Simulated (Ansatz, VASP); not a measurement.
# One calculation of Sc, two programs

File POSCAR:

```
Sc
1.0
    2.0115675134      1.1613790454      3.7302107806
   -2.0115675134      1.1613790454      3.7302107806
    0.0000000000     -2.3227580907      3.7302107806
Sc
2
Direct
    0.2275400000      0.2275400000      0.2275400000
    0.7724600000      0.7724600000      0.7724600000
```

Contents of INCAR.step1:

```
SYSTEM = Sc
ALGO     = Normal         ! electronic algorithm
EDIFF    = 1E-4           ! SCF threshold, eV
ENCUT    = 520            ! plane-wave cutoff, eV
GGA      = PE             ! functional
ISMEAR   = 0              ! smearing method
LASPH    = .True.         ! aspherical terms in the spheres
LCHARG   = .False.        ! write CHGCAR
LREAL    = .False.        ! projectors in reciprocal space
LWAVE    = .True.         ! write WAVECAR
NBANDS   = 18             ! bands
NELM     = 100            ! most SCF steps
PREC     = Accurate       ! precision mode
SIGMA    = 0.1            ! smearing width, eV
```

File INCAR.step2:

```
SYSTEM = Sc
ALGO     = Normal         ! electronic algorithm
EDIFF    = 1E-7           ! SCF threshold, eV
ENCUT    = 520            ! plane-wave cutoff, eV
ISIF     = 2              ! what is computed and relaxed
ISMEAR   = 0              ! smearing method
ISTART   = 1            
LASPH    = .True.         ! aspherical terms in the spheres
LCHARG   = .False.        ! write CHGCAR
LMIXTAU  = .True.       
LREAL    = .False.        ! projectors in reciprocal space
LWAVE    = .False.        ! write WAVECAR
METAGGA  = R2SCAN         ! meta-GGA
NBANDS   = 18             ! bands
NELM     = 100            ! most SCF steps
PREC     = Accurate       ! precision mode
SIGMA    = 0.1            ! smearing width, eV
```

File KPOINTS:

```
k-points
0
Gamma
  6 6 6
  0 0 0
```

Input for Ansatz:

```yaml
crystal:
  lattice:
    - [2.0115675134, 1.1613790454, 3.7302107806]
    - [-2.0115675134, 1.1613790454, 3.7302107806]
    - [0.0, -2.3227580907, 3.7302107806]
  atoms:
    - { symbol: Sc, position: [0.22754, 0.22754, 0.22754] }
    - { symbol: Sc, position: [0.77246, 0.77246, 0.77246] }
basis:
  ecutwfc: 500
kpoints:
  mp_grid: { grid: [6, 6, 6] }
hamiltonian:
  xc: r2scan
scf:
  occupations: { method: gaussian, width: 0.1 }
  lower_state_search: "off"
output:
  forces: true
  stress: true
  eigenvalues: true
```

Alike in both runs: task single point; functional r2SCAN; k mesh 6 × 6 × 6; occupations gaussian, width 0.1 eV; no spin polarisation.

|  | VASP | Ansatz |
| --- | --- | --- |
| version | VASP 6.6.1 | Ansatz 0.2.0 |
| potentials or method | VASP PAW PBE potentials, release 64 (Sc_sv), cutoff 520 eV | scalar-relativistic, plane waves, PAW |
| valence electrons in the cell | 22 | 22 |

|  | VASP | Ansatz | Ansatz less VASP |
| --- | --- | --- | --- |
| gap on the k mesh at the Fermi level (eV) | none | none | - |
| pressure (GPa) | -0.8 | -1.0 | -0.22 |
| traceless stress, the component that is largest in VASP (GPa) | -2.20 | -2.15 | +0.050 |
| rms of the force components (eV/Å) | 1.292 | 1.276 | -0.0163 |

VASP's potentials were made for PBE, not for r2SCAN. Atom by atom the forces differ by 0.016 eV/Å (rms over components). A gap of «none» marks a metal or a gap that the smearing closes. The functional is the same, so the differences come from potentials, cutoffs and numerics.
